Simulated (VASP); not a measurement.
A run of VASP 6.6.1 is set up as follows.

INCAR

```
SYSTEM = Ir
ALGO = Fast ; EDIFF = 1E-6
ENCUT = 520 ; GGA = CA
ISIF = 2 ; ISMEAR = 0
LASPH = .TRUE. ; LCHARG = .FALSE.
LREAL = .FALSE. ; LWAVE = .FALSE.
NBANDS = 10 ; NELM = 100
PREC = Accurate ; SIGMA = 0.15
```

Contents of KPOINTS:

```
k-points
0
G
  8 8 8
  0 0 0
```

POSCAR

```
Ir
1.0
    0.0000000000      1.8065068646      2.1678082376
    1.8065068646      0.0000000000      2.1678082376
    1.8065068646      1.8065068646      0.0000000000
Ir
1
Direct
    0.0000000000      0.0000000000      0.0000000000
```

Potentials or basis: VASP PAW LDA potentials, release 64 (Ir).

The run is started by

```sh
$ cat potpaw_LDA.64/Ir/POTCAR > POTCAR
$ mpirun -np 1 vasp_std > vasp.out
```

Problem. Estimate the pressure.

Solution. 3.5 GPa.

Stress tensor (GPa, compression positive):
```
 22.42   0.00   0.00
  0.00  22.42   0.00
  0.00   0.00 -34.37
```
